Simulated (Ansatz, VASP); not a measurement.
**WS2: VASP beside Ansatz**

Contents of INCAR:

```
SYSTEM = WS2
ALGO = Normal ; EDIFF = 1E-6
ENCUT = 520 ; GGA = PS
ISIF = 2 ; ISMEAR = 0
ISPIN = 2 ; LASPH = .True.
LCHARG = .True. ; LDAU = .True.
LDAUJ = 0 0 ; LDAUL = 2 -1
LDAUPRINT = 1 ; LDAUTYPE = 2
LDAUU = 8 0 ; LELF = .True.
LMAXMIX = 4 ; LORBIT = 11
LREAL = .False. ; LVHAR = .True.
LWAVE = .False. ; MAGMOM = 1.72 -0.09 0.07 -0.23 0.07 -0.23
NBANDS = 39 ; NELM = 150
PREC = Accurate ; SIGMA = 0.05
```

KPOINTS

```
k-points
0
Gamma
  7 7 2
  0 0 0
```

The input POSCAR:

```
WS2
1.0
    3.1799994900      0.0000000000      0.0000000000
   -1.5899997400      2.7539603400      0.0000000000
    0.0000000000      0.0000000000     12.4999993200
W S
2 4
Direct
    0.3333333333      0.6666666667      0.2500000000
    0.6666666667      0.3333333333      0.7500000000
    0.3333333333      0.6666666667      0.6200000000
    0.6666666667      0.3333333333      0.1200000000
    0.3333333333      0.6666666667      0.8800000000
    0.6666666667      0.3333333333      0.3800000000
```

Input for Ansatz:

```yaml
crystal:
  lattice:
    - [3.17999949, 0.0, 0.0]
    - [-1.58999974, 2.75396034, 0.0]
    - [0.0, 0.0, 12.49999932]
  atoms:
    - { symbol: W, position: [0.3333333333, 0.6666666667, 0.25], spin: 2.0 }
    - { symbol: W, position: [0.6666666667, 0.3333333333, 0.75], spin: -0.8 }
    - { symbol: S, position: [0.3333333333, 0.6666666667, 0.62] }
    - { symbol: S, position: [0.6666666667, 0.3333333333, 0.12] }
    - { symbol: S, position: [0.3333333333, 0.6666666667, 0.88] }
    - { symbol: S, position: [0.6666666667, 0.3333333333, 0.38] }
basis:
  ecutwfc: 420
  ecutrho_ratio: 4
kpoints:
  mp_grid: { grid: [7, 7, 2] }
hamiltonian:
  xc: pbesol
  hubbard:
    sites: [{ site: 0, l: d, u_eff: 8.0 }, { site: 1, l: d, u_eff: 8.0 }]
scf:
  occupations: { method: gaussian, width: 0.05 }
  lower_state_search: "off"
  max_iter: 150
output:
  forces: true
  stress: true
  eigenvalues: true
  populations: true
  hubbard: { sites: [{ site: 0, l: d }, { site: 1, l: d }] }
magnetization:
  spin_polarized: true
  spin_locking: { lock_spins: true, n_iters: 12 }
```

Alike in both runs: task single point; functional PBEsol; k mesh 7 × 7 × 2; occupations gaussian, width 0.05 eV; collinear spin; Hubbard terms W d U = 8.0 eV.

|  | VASP | Ansatz |
| --- | --- | --- |
| version | VASP 6.6.1 | Ansatz 0.2.0 |
| potentials or method | VASP PAW PBE potentials, release 64 (W_sv, S), cutoff 520 eV | scalar-relativistic, plane waves, PAW |
| valence electrons in the cell | 52 | 52 |

|  | VASP | Ansatz | Ansatz less VASP |
| --- | --- | --- | --- |
| pressure (GPa) | -1.8 | 5.9 | +7.64 |
| traceless stress, the component that is largest in VASP (GPa) | -2.58 | -10.13 | -7.553 |
| rms of the force components (eV/Å) | 0.255 | 0.379 | +0.1236 |
| net moment per atom (μB) | 0.00 | 0.34 | +0.337 |
| size of the moment on the site where the two differ most (μB) | 0.00 | 1.72 | +1.715 |

The net moments are unlike, so the other rows may belong to different states. VASP's potentials were made for PBE, not for PBEsol. Site moments also hang on the region over which each program counts them. The programs project onto different local orbitals, so the same U acts differently, and such runs can settle in different states. Atom by atom the forces differ by 0.285 eV/Å (rms over components). Ansatz's warnings: filled band counts differ across k points, stress scf threshold loose.

Spin-orbit coupling is off throughout.
